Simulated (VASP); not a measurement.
# FeCo4 in VASP: notebook

FeCo4 is run at these levels: PBE; tasks: single point.

Program: VASP 6.6.1. These are calculated values, not measurements. Logs are shortened: lines on timing, memory, paths and dates and some standing lists are left out, and cuts for length are marked.

### 1 The cell of the first run

The structure is hexagonal, space group P6_3/mmc (No. 194). Conventional cell: a = 2.473 Å, b = 2.473 Å, c = 20.089 Å, α = 90.00°, β = 90.00°, γ = 120.00°. Within 3.3 Å of Fe (site symmetry -6m2) lie 6 Co at 2.46 Å and 6 Fe at 2.47 Å. Within 3.3 Å of Co (site symmetry 3m) lie 12 Co at 2.46 to 2.47 Å. Co (site symmetry 3m) has 3 Fe at 2.46 Å and 9 Co at 2.46 to 2.47 Å within 3.3 Å.

### 2 Single point, PBE, collinear spin, ferrimagnetic start

INCAR reads:

```
  ALGO = Normal
  EDIFF = 1E-6
  ENCUT = 520
  GGA = PE
  ISIF = 2
  ISMEAR = 0
  ISPIN = 2
  LASPH = True
  LCHARG = True
  LELF = True
  LMAXMIX = 4
  LORBIT = 11
  LREAL = False
  LVHAR = True
  LWAVE = False
  MAGMOM = 4 -4 3 -3 3 -3 -3 3 3 3
  NBANDS = 59
  NELM = 150
  PREC = Accurate
  SIGMA = 0.1
```

KPOINTS reads:

```
k-points
0
Gamma
  6 6 1
```

POSCAR reads:

```
FeCo4
1.0
    2.4725851600      0.0000000000      0.0000000000
   -1.2362925800      2.1413215600      0.0000000000
    0.0000000000      0.0000000000     20.0886146100
Fe Co
2 8
Direct
    0.3333333300      0.6666666700      0.7500000000
    0.6666666700      0.3333333300      0.2500000000
    0.3333333300      0.6666666700      0.9500000000
    0.3333333300      0.6666666700      0.1500000000
    0.3333333300      0.6666666700      0.3500000000
    0.3333333300      0.6666666700      0.5500000000
    0.6666666700      0.3333333300      0.8500000000
    0.6666666700      0.3333333300      0.0500000000
    0.6666666700      0.3333333300      0.4500000000
    0.6666666700      0.3333333300      0.6500000000
```

Potentials or basis: VASP PAW PBE potentials, release 64 (Fe, Co).

Command:

```bash
cat potpaw_PBE.64/Fe/POTCAR potpaw_PBE.64/Co/POTCAR > POTCAR
mpirun -np 1 vasp_std > vasp.out
```

OUTCAR:

```text
EDIFF = 1E-6
   ENCUT = 520
   GGA = PE
   ISIF = 2
   ISMEAR = 0
   ISPIN = 2
   LASPH = True
   LORBIT = 11
   LREAL = False
   NELM = 150
   PREC = Accurate

 ion  position               nearest neighbor table
   1  0.333  0.667  0.750-   7 2.46  10 2.46   7 2.46  10 2.46   7 2.46  10 2.46
   2  0.667  0.333  0.250-   4 2.46   5 2.46   4 2.46   5 2.46   4 2.46   5 2.46
   3  0.333  0.667  0.950-   8 2.46   7 2.46   8 2.46   7 2.46   8 2.46   7 2.46
   4  0.333  0.667  0.150-   2 2.46   8 2.46   2 2.46   8 2.46   2 2.46   8 2.46
   5  0.333  0.667  0.350-   2 2.46   9 2.46   2 2.46   9 2.46   2 2.46   9 2.46
   6  0.333  0.667  0.550-   9 2.46  10 2.46   9 2.46  10 2.46   9 2.46  10 2.46
   7  0.667  0.333  0.850-   1 2.46   3 2.46   1 2.46   3 2.46   1 2.46   3 2.46
   8  0.667  0.333  0.050-   3 2.46   4 2.46   3 2.46   4 2.46   3 2.46   4 2.46
   9  0.667  0.333  0.450-   6 2.46   5 2.46   6 2.46   5 2.46   6 2.46   5 2.46
  10  0.667  0.333  0.650-   1 2.46   6 2.46   1 2.46   6 2.46   1 2.46   6 2.46

  LATTYP: Found a hexagonal cell.
 ALAT       =     2.4725851600
 C/A-ratio  =     8.1245390189

  Lattice vectors:

 A1 = (   2.4725851600,   0.0000000000,   0.0000000000)
 A2 = (  -1.2362925800,   2.1413215600,   0.0000000000)
 A3 = (   0.0000000000,   0.0000000000,  20.0886146100)

Analysis of symmetry for initial positions (statically):
=====================================================================
 Subroutine PRICEL returns:
 Original cell was already a primitive cell.

 Routine SETGRP: Setting up the symmetry group for a
 hexagonal supercell.

 Subroutine GETGRP returns: Found 24 space group operations
 (whereof 12 operations were pure point group operations)
 out of a pool of 24 trial point group operations.

The static configuration has the point symmetry D_3d.
 The point group associated with its full space group is D_6h.

Analysis of symmetry for dynamics (positions and initial velocities):
=====================================================================
 Subroutine PRICEL returns:
 Original cell was already a primitive cell.

 Routine SETGRP: Setting up the symmetry group for a
 hexagonal supercell.

 Subroutine GETGRP returns: Found 24 space group operations
 (whereof 12 operations were pure point group operations)
 out of a pool of 24 trial point group operations.

The dynamic configuration has the point symmetry D_3d.
 The point group associated with its full space group is D_6h.

Analysis of structural, dynamic, and magnetic symmetry:
=====================================================================
 Subroutine PRICEL returns:
 Original cell was already a primitive cell.

 Routine SETGRP: Setting up the symmetry group for a
 hexagonal supercell.

 Subroutine GETGRP returns: Found  6 space group operations
 (whereof  6 operations were pure point group operations)
 out of a pool of 24 trial point group operations.

The overall configuration has the point symmetry C_3v.

 Subroutine INISYM returns: Found  6 space group operations
 (whereof  6 operations are pure point group operations),
 and found     1 'primitive' translations

----------------------------------------------------------------------------------------

                                     Primitive cell

  volume of cell :     106.3612

  direct lattice vectors                    reciprocal lattice vectors
     2.472585160  0.000000000  0.000000000     0.404435008  0.233500661  0.000000000
    -1.236292580  2.141321560  0.000000000     0.000000000  0.467001322  0.000000000
     0.000000000  0.000000000 20.088614610     0.000000000  0.000000000  0.049779441

  length of vectors
     2.472585160  2.472585159 20.088614610     0.467001322  0.467001322  0.049779441

  position of ions in fractional coordinates (direct lattice)
     0.333333330  0.666666670  0.750000000
     0.666666670  0.333333330  0.250000000
     0.333333330  0.666666670  0.950000000
     0.333333330  0.666666670  0.150000000
[... 62 lines left out ...]
   NGXF,Y,Z  is equivalent  to a cutoff of  24.20, 24.20, 24.83 a.u.
 SYSTEM =  unknown system
   PREC   = accura    normal or accurate (medium, high low for compatibility)
   ISTART =      0    job   : 0-new  1-cont  2-samecut
   ICHARG =      2    charge: 1-file 2-atom 10-const
   ISPIN  =      2    spin polarized calculation?
   LNONCOLLINEAR =      F non collinear calculations
   LSORBIT =      F    spin-orbit coupling
   LASPH  =      T    aspherical Exc in radial PAW
   ENCUT  =  520.0 eV  38.22 Ry    6.18 a.u.   4.60  4.60 37.35*2*pi/ulx,y,z
   NELM   =    150;   NELMIN=  2; NELMDL= -5     # of ELM steps
   EDIFF  = 0.1E-05   stopping-criterion for ELM
   LREAL  =      F    real-space projection
   EDIFFG = 0.1E-04   stopping-criterion for IOM
   NSW    =      0    number of steps for IOM
   IBRION =     -1    ionic relax: 0-MD 1-quasi-New 2-CG
   NFREE  =      0    steps in history (QN), initial steepest desc. (CG)
   ISIF   =      2    stress and relaxation
   ISYM   =      2    0-nonsym 1-usesym 2-fastsym
   POTIM  = 0.5000    time-step for ionic-motion
   TEBEG  =    0.0;   TEEND  =   0.0 temperature during run
   PSTRESS=    0.0 pullay stress
   NELECT =      88.0000    total number of electrons
   NUPDOWN=      -1.0000    fix difference up-down
   EMIN   =  10.00;   EMAX   =-10.00  energy-range for DOS
   EFERMI =   0.00;   METHOD = LEGACY
   ISMEAR =     0;   SIGMA  =   0.10  broadening in eV -4-tet -1-fermi 0-gaus
   EFERMI_NEDOS =   21; number of points for ismear=-14 and -15
   IALGO  =     38    algorithm
   IMIX   =      4    mixing-type and parameters
     AMIX     =   0.40;   BMIX     =  1.00
     AMIX_MAG =   1.60;   BMIX_MAG =  1.00
  volume/ion in A,a.u.               =      10.64        71.78
  Fermi-wavevector in a.u.,A,eV,Ry     =   1.536885  2.904291 32.137168  2.362015
  Thomas-Fermi vector in A             =   2.643471
   LORBIT       =     11    0 simple, 1 ext, 2 COOP (PROOUT), +10 PAW based schemes
   GGA     = PE    functional components
   LHFCALC =     F    Hartree Fock is set to
   AEXX    =    0.0000 exact exchange contribution
   IVDW    =     0    specifies the selected vdW correction
   LEPSILON=     F    determine dielectric tensor
   LRPA    =     F    only Hartree local field effects (RPA)
 spin polarized calculation
 Gauss-broadening in eV      SIGMA  =   0.10
  energy-cutoff  :      520.00
  volume of cell :      106.36
 maximum number of plane-waves:      2894
   NGX =  9   NGY =  9   NGZ = 75

 number of electron      87.9999958 magnetization       9.8197929

 number of electron      87.9999958 magnetization      10.1430694

 Free energy of the ion-electron system (eV)
  ---------------------------------------------------
  ext. energy  EPLUGINS =         0.00000000
  ---------------------------------------------------
  free energy    TOTEN  =       -72.16953231 eV

  energy without entropy =      -72.10291780  energy(sigma->0) =      -72.13622506

 E-fermi :   9.7148     XC(G=0): -13.5179

 val. band max:        9.7094828909   @ k =   0.5000   0.0000   0.0000
 cond. band min:       9.7289656431   @ k =   0.5000   0.0000   0.0000
 fundamental gap:      0.0194827521
 Fermi energy:         9.7147797884

 spin component 1

 k-point     1 :       0.0000    0.0000    0.0000
  band No.  band energies     occupation
      1       0.7580      1.00000
      2       1.1070      1.00000
      3       1.2267      1.00000
      4       2.2686      1.00000
      5       2.3345      1.00000
      6       3.7257      1.00000
[... 402 lines left out ...]
     55      15.3437      0.00000
     56      15.3595      0.00000
 Fermi energy:         9.7147797884

 spin component 2

 k-point     1 :       0.0000    0.0000    0.0000
  band No.  band energies     occupation
      1       0.7513      1.00000
      2       1.1179      1.00000
      3       1.2340      1.00000
      4       2.2905      1.00000
      5       2.3541      1.00000
      6       3.8570      1.00000
[... 402 lines left out ...]
     55      15.8063      0.00000
     56      15.9035      0.00000
 [bands above 56 left out]

------------------------ aborting loop because EDIFF is reached ----------------------------------------

  FORCE on cell =-STRESS in cart. coord.  units (eV):
  Direction    XX          YY          ZZ          XY          YZ          ZX
  --------------------------------------------------------------------------------------
  -------------------------------------------------------------------------------------
  Total        2.6072817      2.6072817      3.8935537      0.0000000      0.0000000      0.0000000
  in kB       39.2749287     39.2749287     58.6507559      0.0000000      0.0000000      0.0000000
  external PRESSURE =      45.7335378 kB  Pullay stress =       0.0000000 kB

 VOLUME and BASIS-vectors are now :
 -----------------------------------------------------------------------------
  energy-cutoff  :      520.00
  volume of cell :      106.36
      direct lattice vectors                 reciprocal lattice vectors
     2.472585160  0.000000000  0.000000000     0.404435008  0.233500661  0.000000000
    -1.236292580  2.141321560  0.000000000     0.000000000  0.467001322  0.000000000
     0.000000000  0.000000000 20.088614610     0.000000000  0.000000000  0.049779441

 POSITION                                       TOTAL-FORCE (eV/Angst)
 -----------------------------------------------------------------------------------
     -0.00000      1.42755     15.06646        -0.000000     -0.000000      0.058924
      1.23629      0.71377      5.02215        -0.000000      0.000000     -0.350077
     -0.00000      1.42755     19.08418         0.000000     -0.000000      0.217221
     -0.00000      1.42755      3.01329        -0.000000      0.000000      0.360540
     -0.00000      1.42755      7.03102         0.000000     -0.000000      0.254260
     -0.00000      1.42755     11.04874         0.000000     -0.000000      0.006649
      1.23629      0.71377     17.07532         0.000000     -0.000000      0.409404
      1.23629      0.71377      1.00443        -0.000000      0.000000     -0.200957
      1.23629      0.71377      9.03988         0.000000      0.000000     -0.226384
      1.23629      0.71377     13.05760         0.000000     -0.000000     -0.529581
 -----------------------------------------------------------------------------------
    total drift:                                0.000000     -0.000000      0.000037

  FREE ENERGIE OF THE ION-ELECTRON SYSTEM (eV)
  ---------------------------------------------------
  free  energy   TOTEN  =       -72.1695323117 eV

  energy  without entropy=      -72.1029178017  energy(sigma->0) =      -72.13622506

 total charge

# of ion       s       p       d       tot
------------------------------------------
    1        0.513   0.576   6.285   7.374
    2        0.511   0.573   6.270   7.354
    3        0.498   0.539   7.274   8.311
    4        0.501   0.540   7.308   8.349
    5        0.503   0.543   7.295   8.341
    6        0.497   0.539   7.276   8.312
    7        0.503   0.550   7.282   8.335
    8        0.499   0.537   7.269   8.305
    9        0.499   0.537   7.273   8.309
   10        0.503   0.550   7.279   8.333
--------------------------------------------------
tot          5.027   5.484  70.811  81.322

 magnetization (x)

# of ion       s       p       d       tot
------------------------------------------
    1       -0.011  -0.040   2.318   2.267
    2       -0.003  -0.005  -1.975  -1.983
    3       -0.013  -0.051   1.692   1.628
    4        0.004   0.006  -0.692  -0.682
    5       -0.000  -0.019   1.027   1.007
    6       -0.015  -0.053   1.691   1.623
    7       -0.017  -0.055   1.696   1.624
    8       -0.006  -0.031   1.586   1.549
    9       -0.010  -0.047   1.626   1.569
   10       -0.017  -0.055   1.703   1.631
--------------------------------------------------
tot         -0.089  -0.349  10.672  10.234
```

It used 1300 s of CPU time on 1 thread of AMD EPYC 7R13 Processor (Zen 3), on a shared host.

What came out:

* Free energy: -72.1695 eV
* Pressure: 4.6 GPa
* Largest force: 0.530 eV/Å
* Net moment: 10.14 μB per cell
* Site moments: Fe +2.27, -1.98; Co +1.63, -0.68, +1.01, +1.62, +1.55, +1.57 μB
* Valence electrons inside the program's atomic spheres: Fe 7.37, 7.35; Co 8.31, 8.35, 8.34, 8.30, 8.33

Forces in eV/Å, atoms in the order of the input:
```
Fe   0.000  0.000  0.059
Fe   0.000  0.000 -0.350
Co   0.000  0.000  0.217
Co   0.000  0.000  0.361
Co   0.000  0.000  0.254
Co   0.000  0.000  0.007
Co   0.000  0.000  0.409
Co   0.000  0.000 -0.201
Co   0.000  0.000 -0.226
Co   0.000  0.000 -0.530
```

Stress tensor (GPa, compression positive):
```
3.93 0.00 0.00
0.00 3.93 0.00
0.00 0.00 5.87
```

Caveat: the k points lie up to 0.49 Å⁻¹ apart.

### 3 Single point, PBE, collinear spin, ferrimagnetic start

This run uses another cell than the first one, of 10.90 Å³/atom, 1.025 times its volume.

INCAR reads:

```
SYSTEM = FeCo4
PREC = Accurate
ENCUT = 520
EDIFF = 1E-6
ISMEAR = 0
SIGMA = 0.1
LREAL = .FALSE.
LASPH = .TRUE.
NELM = 150
ALGO = Normal
ISIF = 2
LWAVE = .FALSE.
LCHARG = .TRUE.
ISPIN = 2
MAGMOM = 4 -4 3 -3 3 -3 -3 3 3 3
LORBIT = 11
LMAXMIX = 4
GGA = PE
LELF = .TRUE.
LVHAR = .TRUE.
NBANDS = 59
```

KPOINTS reads:

```
Automatic mesh
0
G
  6 6 1
  0 0 0
```

POSCAR reads:

```
FeCo4
1.0
    2.4839193618      0.0000000000      0.0000000000
   -1.2419596809      2.1511372682      0.0000000000
    0.0000000000      0.0000000000     20.3943865245
Fe Co
2 8
Direct
    0.3333333333      0.6666666667      0.7499664143
    0.6666666667      0.3333333333      0.2490890073
    0.3333333333      0.6666666667      0.9537254855
    0.3333333333      0.6666666667      0.1529835491
    0.3333333333      0.6666666667      0.3491045053
    0.3333333333      0.6666666667      0.5470722889
    0.6666666667      0.3333333333      0.8539129383
    0.6666666667      0.3333333333      0.0519642342
    0.6666666667      0.3333333333      0.4465954429
    0.6666666667      0.3333333333      0.6455861341
```

Potentials or basis: VASP PAW PBE potentials, release 64 (Fe, Co).

Command:

```bash
cat potpaw_PBE.64/Fe/POTCAR potpaw_PBE.64/Co/POTCAR > POTCAR
mpirun -np 1 vasp_std > vasp.out
```

Run time: 27 min. Hardware: 1 thread of AMD EPYC 7R13 (Zen 3), shared host; peak memory 0.26 GiB.

The run converged. Its results:

| Property | Result |
| --- | --- |
| Free energy | -71.9482 eV |
| Pressure | -2.2 GPa |
| Largest force | 0.423 eV/Å |
| Net moment | 7.67 μB per cell |
| Site moments | Fe +2.17, -1.83; Co +1.54, -0.93, +1.14, +1.63, -0.74, +1.58, +1.64 μB |
| Valence electrons inside the program's atomic spheres | Fe 7.23, 7.35; Co 8.28, 8.33, 8.31, 8.27, 8.26 |

Forces on the atoms (eV/Å):
```
Fe   0.000  0.000  0.298
Fe   0.000  0.000  0.043
Co   0.000  0.000  0.255
Co   0.000  0.000 -0.032
Co   0.000  0.000  0.026
Co   0.000  0.000 -0.023
Co   0.000  0.000 -0.423
Co   0.000  0.000 -0.232
Co   0.000  0.000  0.008
Co   0.000  0.000  0.079
```

Stress tensor (GPa, compression positive):
```
-2.16  0.00  0.00
 0.00 -2.16  0.00
 0.00  0.00 -2.29
```

Levels at points of the mesh, in eV from the Fermi level:
Spin up:
| k point | band 46 | band 47 | band 48 | band 49 | band 50 | band 51 | band 52 | band 53 |
| --- | --- | --- | --- | --- | --- | --- | --- | --- |
| (0.00, 0.00, 0.00) | -0.96 | -0.96 | -0.88 | -0.88 | -0.73 | -0.73 | -0.52 | -0.52 |
| (0.50, 0.00, 0.00) | 0.11 | 0.80 | 0.99 | 1.10 | 1.14 | 1.14 | 1.17 | 1.47 |
Spin down:
| k point | band 36 | band 37 | band 38 | band 39 | band 40 | band 41 | band 42 | band 43 | band 44 | band 45 |
| --- | --- | --- | --- | --- | --- | --- | --- | --- | --- | --- |
| (0.00, 0.00, 0.00) | -0.90 | -0.90 | -0.78 | -0.78 | -0.73 | -0.73 | -0.44 | -0.44 | -0.22 | -0.14 |
| (0.50, 0.00, 0.00) | -0.07 | 0.08 | 0.26 | 0.62 | 0.68 | 0.81 | 0.86 | 0.95 | 1.10 | 1.18 |

Caveat: the k points lie up to 0.49 Å⁻¹ apart.
